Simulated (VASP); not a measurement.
# GaAs (F-43m) in VASP: notebook

Aim: see how the results for GaAs move with the level of theory and the settings. Levels: B3LYP, HSE06. Tasks: single point.

Program: VASP 6.6.1. These are calculated values, not measurements. Logs are shortened: lines on timing, memory, paths and dates and some standing lists are left out, and cuts for length are marked.

## (1) The cell of the first run

Symmetry: F-43m, No. 216, cubic system. The conventional cell has a = 5.654 Å, b = 5.654 Å, c = 5.654 Å, α = 90.00°, β = 90.00°, γ = 90.00°. Ga (site symmetry -43m) has 4 As at 2.45 Å within 3.2 Å. As (site symmetry -43m) has 4 Ga at 2.45 Å within 3.2 Å.

## (2) Single point, B3LYP

Contents of POSCAR:

```
GaAs
1.0
    0.0000000000      2.8268500000      2.8268500000
    2.8268500000      0.0000000000      2.8268500000
    2.8268500000      2.8268500000      0.0000000000
Ga As
1 1
Direct
    0.0000000000      0.0000000000      0.0000000000
    0.2500000000      0.2500000000      0.2500000000
```

Contents of INCAR.step1:

```
SYSTEM = GaAs
  PREC = Accurate
  ENCUT = 520
  EDIFF = 1E-5
  ISMEAR = 0
  SIGMA = 0.01
  LREAL = .False.
  LASPH = .True.
  NELM = 60
  ALGO = Normal
  ISIF = 2
  LWAVE = .True.
  LCHARG = .False.
  GGA = PE
  NBANDS = 16
```

Contents of INCAR.step2:

```
SYSTEM = GaAs
  PREC = Accurate
  ENCUT = 520
  EDIFF = 1E-6
  ISMEAR = 0
  SIGMA = 0.01
  LREAL = .False.
  LASPH = .True.
  NELM = 60
  ALGO = Normal
  ISIF = 2
  LWAVE = .False.
  LCHARG = .False.
  GGA = B3
  LHFCALC = .True.
  AEXX = 0.2
  AGGAX = 0.72
  AGGAC = 0.81
  ALDAC = 0.19
  PRECFOCK = Normal
  ISTART = 1
  NBANDS = 16
```

Contents of KPOINTS:

```
Automatic mesh
0
Gamma
  4 4 4
  0 0 0
```

Potentials or basis: VASP PAW PBE potentials, release 64 (Ga_d, As).

Launch:

```
cat potpaw_PBE.64/Ga_d/POTCAR potpaw_PBE.64/As/POTCAR > POTCAR
cp INCAR.step1 INCAR
mpirun -np 1 vasp_std > vasp.out
cp INCAR.step2 INCAR
mpirun -np 1 vasp_std > vasp.out
```

OUTCAR:

```text
SYSTEM = GaAs
   PREC = Accurate
   ENCUT = 520
   EDIFF = 1E-6
   ISMEAR = 0
   LREAL = .False.
   LASPH = .True.
   NELM = 60
   ISIF = 2
   GGA = B3
   LHFCALC = .True.
   AEXX = 0.2
   PRECFOCK = Normal
   ISTART = 1

 ion  position               nearest neighbor table
   1  0.000  0.000  0.000-   2 2.45   2 2.45   2 2.45   2 2.45
   2  0.250  0.250  0.250-   1 2.45   1 2.45   1 2.45   1 2.45

  LATTYP: Found a face centered cubic cell.
 ALAT       =     5.6537000000

  Lattice vectors:

 A1 = (   0.0000000000,   2.8268500000,   2.8268500000)
 A2 = (   2.8268500000,   0.0000000000,   2.8268500000)
 A3 = (   2.8268500000,   2.8268500000,   0.0000000000)

Analysis of symmetry for initial positions (statically):
=====================================================================
 Subroutine PRICEL returns:
 Original cell was already a primitive cell.

 Routine SETGRP: Setting up the symmetry group for a
 face centered cubic supercell.

 Subroutine GETGRP returns: Found 24 space group operations
 (whereof 24 operations were pure point group operations)
 out of a pool of 48 trial point group operations.

The static configuration has the point symmetry T_d .

Analysis of symmetry for dynamics (positions and initial velocities):
=====================================================================
 Subroutine PRICEL returns:
 Original cell was already a primitive cell.

 Routine SETGRP: Setting up the symmetry group for a
 face centered cubic supercell.

 Subroutine GETGRP returns: Found 24 space group operations
 (whereof 24 operations were pure point group operations)
 out of a pool of 48 trial point group operations.

The dynamic configuration has the point symmetry T_d .

 Subroutine INISYM returns: Found 24 space group operations
 (whereof 24 operations are pure point group operations),
 and found     1 'primitive' translations

----------------------------------------------------------------------------------------

                                     Primitive cell

  volume of cell :      45.1792

  direct lattice vectors                    reciprocal lattice vectors
     0.000000000  2.826850000  2.826850000    -0.176875321  0.176875321  0.176875321
     2.826850000  0.000000000  2.826850000     0.176875321 -0.176875321  0.176875321
     2.826850000  2.826850000  0.000000000     0.176875321  0.176875321 -0.176875321

  length of vectors
     3.997769609  3.997769609  3.997769609     0.306357042  0.306357042  0.306357042

  position of ions in fractional coordinates (direct lattice)
     0.000000000  0.000000000  0.000000000
     0.250000000  0.250000000  0.250000000

[... 70 lines left out ...]
   NELECT =      18.0000    total number of electrons
   NUPDOWN=      -1.0000    fix difference up-down
   EMIN   =  10.00;   EMAX   =-10.00  energy-range for DOS
   EFERMI =   0.00;   METHOD = LEGACY
   ISMEAR =     0;   SIGMA  =   0.01  broadening in eV -4-tet -1-fermi 0-gaus
   EFERMI_NEDOS =   21; number of points for ismear=-14 and -15
   IALGO  =     38    algorithm
   IMIX   =      1    mixing-type and parameters
     AMIX     =   0.40;   BMIX     =  1.00
     AMIX_MAG =   1.60;   BMIX_MAG =  1.00
  volume/ion in A,a.u.               =      22.59       152.44
  Fermi-wavevector in a.u.,A,eV,Ry     =   1.204628  2.276417 19.743799  1.451128
  Thomas-Fermi vector in A             =   2.340347
   LORBIT       =      0    0 simple, 1 ext, 2 COOP (PROOUT), +10 PAW based schemes
   GGA     = B3    functional components
   LHFCALC =     T    Hartree Fock is set to
   PRECFOCK=normal    Normal, Fast or Accurate (Low or Medium for compatibility)
   ENCUT4O =  -1.0   cutoff for four orbital integrals eV
   NKREDX  =     1    reduce k-point grid by
   NKREDY  =     1    reduce k-point grid by
   NKREDZ  =     1    reduce k-point grid by
   AEXX    =    0.2000 exact exchange contribution
   HFSCREEN=    0.0000 screening length (either q_TF or 0.3 A-1)
   HFSCREENC=   0.0000 screening length for correlation (either q_TF or 0.3 A-1)
   ENCUTFOCK=  -1.0 apply spherical cutoff to Coloumb kernel
   IVDW    =     0    specifies the selected vdW correction
   LEPSILON=     F    determine dielectric tensor
   LRPA    =     F    only Hartree local field effects (RPA)
 non-spin polarized calculation
 Gauss-broadening in eV      SIGMA  =   0.01
  energy-cutoff  :      520.00
  volume of cell :       45.18
 maximum number of plane-waves:      1243
 NGX is ok and might be reduce to    30
  NGX = 24; NGY = 24; NGZ = 24

 number of electron      17.9999995 magnetization

 Free energy of the ion-electron system (eV)
  ---------------------------------------------------
  ext. energy  EPLUGINS =         0.00000000
  ---------------------------------------------------
  free energy    TOTEN  =        -8.95724724 eV

  energy without entropy =       -8.95724724  energy(sigma->0) =       -8.95724724

 E-fermi :   3.6769     XC(G=0):  -7.6087

 val. band max:        3.5338264075   @ k =   0.0000   0.0000   0.0000
 cond. band min:       5.2359039441   @ k =   0.0000   0.0000   0.0000
 fundamental gap:      1.7020775366
 Fermi energy:         3.6768803149

 k-point     1 :       0.0000    0.0000    0.0000
  band No.  band energies     occupation
      1     -13.4736      2.00000
      2     -13.4736      2.00000
      3     -13.4736      2.00000
      4     -13.3932      2.00000
      5     -13.3932      2.00000
      6     -10.2282      2.00000
[... 129 lines left out ...]
      3     -13.4321      2.00000
      4     -13.4036      2.00000
      5     -13.3898      2.00000
      6      -7.5020      2.00000
[... 8 lines left out ...]
     15      17.3906      0.00000
     16      18.5305      0.00000

------------------------ aborting loop because EDIFF is reached ----------------------------------------

  FORCE on cell =-STRESS in cart. coord.  units (eV):
  Direction    XX          YY          ZZ          XY          YZ          ZX
  --------------------------------------------------------------------------------------
  -------------------------------------------------------------------------------------
  Total        1.2464482      1.2464482      1.2464482      0.0000000      0.0000000     -0.0000000
  in kB       44.2024700     44.2024700     44.2024700      0.0000000      0.0000000     -0.0000000
  external PRESSURE =      44.2024700 kB  Pullay stress =       0.0000000 kB

 VOLUME and BASIS-vectors are now :
 -----------------------------------------------------------------------------
  energy-cutoff  :      520.00
  volume of cell :       45.18
      direct lattice vectors                 reciprocal lattice vectors
     0.000000000  2.826850000  2.826850000    -0.176875321  0.176875321  0.176875321
     2.826850000  0.000000000  2.826850000     0.176875321 -0.176875321  0.176875321
     2.826850000  2.826850000  0.000000000     0.176875321  0.176875321 -0.176875321

 POSITION                                       TOTAL-FORCE (eV/Angst)
 -----------------------------------------------------------------------------------
      0.00000      0.00000      0.00000         0.000000      0.000000      0.000000
      1.41342      1.41342      1.41342        -0.000000     -0.000000     -0.000000
 -----------------------------------------------------------------------------------
    total drift:                               -0.000094     -0.000072     -0.000064

  FREE ENERGIE OF THE ION-ELECTRON SYSTEM (eV)
  ---------------------------------------------------
  free  energy   TOTEN  =        -8.9572472402 eV

  energy  without entropy=       -8.9572472402  energy(sigma->0) =       -8.95724724
```

OSZICAR.step1:

```text
N       E                     dE             d eps       ncg     rms          rms(c)
DAV:   1     0.806261715589E+02    0.80626E+02   -0.88887E+03   272   0.152E+03
DAV:   2    -0.188899695790E+01   -0.82515E+02   -0.77769E+02   296   0.292E+02
DAV:   3    -0.816385609693E+01   -0.62749E+01   -0.62541E+01   312   0.629E+01
DAV:   4    -0.825736341870E+01   -0.93507E-01   -0.93500E-01   320   0.884E+00
DAV:   5    -0.825856537414E+01   -0.12020E-02   -0.12019E-02   320   0.905E-01    0.297E+00
DAV:   6    -0.809365005301E+01    0.16492E+00   -0.23683E-01   384   0.830E+00    0.180E+00
DAV:   7    -0.807090526760E+01    0.22745E-01   -0.76151E-02   344   0.193E+00    0.586E-01
DAV:   8    -0.807243797741E+01   -0.15327E-02   -0.12729E-02   280   0.126E+00    0.121E-01
DAV:   9    -0.807299432447E+01   -0.55635E-03   -0.11841E-03   296   0.411E-01    0.531E-02
DAV:  10    -0.807308928391E+01   -0.94959E-04   -0.96153E-05   336   0.999E-02    0.298E-02
DAV:  11    -0.807315668033E+01   -0.67396E-04   -0.93141E-05   272   0.735E-02    0.343E-03
DAV:  12    -0.807315689117E+01   -0.21084E-06   -0.14851E-06   256   0.166E-02
   1 F= -.80731569E+01 E0= -.80731569E+01  d E =-.290850E-77
```

Wall time 5.9 min (1 thread of AMD EPYC 7R13 (Zen 3), shared host); peak memory 0.16 GiB.

What came out:

| Property | Result |
| --- | --- |
| Free energy | -8.9572 eV |
| Pressure | 4.4 GPa |
| Band gap on the k mesh | 1.70 eV, direct |

Caveat: the k points lie up to 0.48 Å⁻¹ apart; the PAW data sets were made with another functional, which shifts forces and pressure a little. A k mesh can miss the band edges.

## (3) Single point, HSE06

POSCAR is that of step 2.

Contents of INCAR.step1:

```
PREC     = Accurate       # precision mode
ENCUT    = 520            # plane-wave cutoff, eV
EDIFF    = 1E-5           # SCF threshold, eV
ISMEAR   = 0              # smearing method
SIGMA    = 0.01           # smearing width, eV
LREAL    = F              # projectors in reciprocal space
LASPH    = T              # aspherical terms in the spheres
NELM     = 100            # most SCF steps
ALGO     = Normal         # electronic algorithm
ISIF     = 2              # what is computed and relaxed
LWAVE    = T              # write WAVECAR
GGA      = PE             # functional
NBANDS   = 16             # bands
```

Contents of INCAR.step2:

```
PREC     = Accurate       # precision mode
ENCUT    = 520            # plane-wave cutoff, eV
EDIFF    = 1E-6           # SCF threshold, eV
ISMEAR   = 0              # smearing method
SIGMA    = 0.01           # smearing width, eV
LREAL    = F              # projectors in reciprocal space
LASPH    = T              # aspherical terms in the spheres
NELM     = 100            # most SCF steps
ALGO     = Normal         # electronic algorithm
ISIF     = 2              # what is computed and relaxed
LWAVE    = F              # write WAVECAR
LCHARG   = T              # write CHGCAR
GGA      = PE             # functional
LHFCALC  = T              # exact exchange
HFSCREEN = 0.2079         # screening, 1/A
PRECFOCK = Normal       
LELF     = T              # ELF
LVHAR    = T            
ISTART   = 1            
NBANDS   = 16             # bands
```

Contents of KPOINTS:

```
Automatic mesh
0
Gamma
  4 4 4
```

Potentials or basis: VASP PAW PBE potentials, release 64 (Ga_d, As).

Launch:

```
cat potpaw_PBE.64/Ga_d/POTCAR potpaw_PBE.64/As/POTCAR > POTCAR
cp INCAR.step1 INCAR
mpirun -np 1 vasp_std > vasp.out
cp INCAR.step2 INCAR
mpirun -np 1 vasp_std > vasp.out
```

It took 7.1 min on 1 thread of AMD EPYC 7R13 (Zen 3), shared host; peak memory 0.25 GiB.

It converged, with:

```
Free energy            : -9.7120 eV
Pressure               : 1.3 GPa
Band gap on the k mesh : 1.47 eV, direct
```

Levels at points of the mesh, in eV from the valence-band top:
```
           k point  band 7  band 8  band 9  band 10  band 11  band 12
(0.00, 0.00, 0.00)    0.00    0.00    0.00     1.47     4.55     4.55
(0.50, 0.00, 0.00)   -7.19   -1.23   -1.23     1.80     5.47     5.47
(0.50, 0.50, 0.00)   -7.37   -2.90   -2.90     2.09     2.36    11.53
```

Caveat: the k points lie up to 0.48 Å⁻¹ apart; the PAW data sets were made with another functional, which shifts forces and pressure a little. A k mesh can miss the band edges.
